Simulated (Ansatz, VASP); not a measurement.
TePt: VASP beside Ansatz

Contents of INCAR:

```
SYSTEM = TePt
  PREC = Accurate
  ENCUT = 520
  EDIFF = 1E-6
  ISMEAR = 0
  SIGMA = 0.15
  LREAL = .FALSE.
  LASPH = .TRUE.
  NELM = 100
  ALGO = Normal
  ISIF = 2
  LWAVE = .FALSE.
  LCHARG = .FALSE.
  GGA = PS
  NBANDS = 24
```

Contents of KPOINTS:

```
Automatic mesh
0
G
  12 12 10
  0 0 0
```

The input POSCAR:

```
TePt
1.0
    3.9465598192      0.0000000000      0.0000000000
   -1.9732799096      3.4178210610      0.0000000000
    0.0000000000      0.0000000000      5.0103200000
Te Pt
2 2
Direct
    0.3333333333      0.6666666667      0.2500000000
    0.6666666667      0.3333333333      0.7500000000
    0.0000000000      0.0000000000      0.0000000000
    0.0000000000      0.0000000000      0.5000000000
```

Input for Ansatz:

```yaml
crystal:
  lattice:
    - [3.9465598192, 0.0, 0.0]
    - [-1.9732799096, 3.417821061, 0.0]
    - [0.0, 0.0, 5.01032]
  atoms:
    - { symbol: Te, position: [0.3333333333, 0.6666666667, 0.25] }
    - { symbol: Te, position: [0.6666666667, 0.3333333333, 0.75] }
    - { symbol: Pt, position: [0.0, 0.0, 0.0] }
    - { symbol: Pt, position: [0.0, 0.0, 0.5] }
basis:
  ecutwfc: 420
kpoints:
  mp_grid: { grid: [12, 12, 10] }
hamiltonian:
  xc: pbesol
scf:
  occupations: { method: gaussian, width: 0.15 }
output:
  forces: true
  stress: true
  eigenvalues: true
```

Change from the starting cell: strain -0.040 along x and y, -0.080 along z, atoms carried along.

Alike in both runs: task single point; functional PBEsol; k mesh 12 × 12 × 10; occupations gaussian, width 0.15 eV; no spin polarisation.

|  | VASP | Ansatz |
| --- | --- | --- |
| version | VASP 6.6.1 | Ansatz 0.2.0 |
| potentials or method | VASP PAW PBE potentials, release 64 (Te, Pt), cutoff 520 eV | scalar-relativistic, plane waves, PAW |
| valence electrons in the cell | 32 | 68 |

Ansatz gave:

- gap on the k mesh at the Fermi level (eV): none
- pressure (GPa): 59.4
- traceless stress, the component that is largest in VASP (GPa): 9.39

Estimate VASP's values.

gap on the k mesh at the Fermi level (eV): none; pressure (GPa): 59.7; traceless stress, the component that is largest in VASP (GPa): 9.40.

VASP's potentials were made for PBE, not for PBEsol. A gap of «none» marks a metal or a gap that the smearing closes. Both programs put the cell under a high pressure, so it lies far from rest at this level. VASP's potentials hold 32 valence electrons a cell and Ansatz's 68, so a difference there can come from the potentials and not from the codes.

Neither program's run includes spin-orbit coupling.
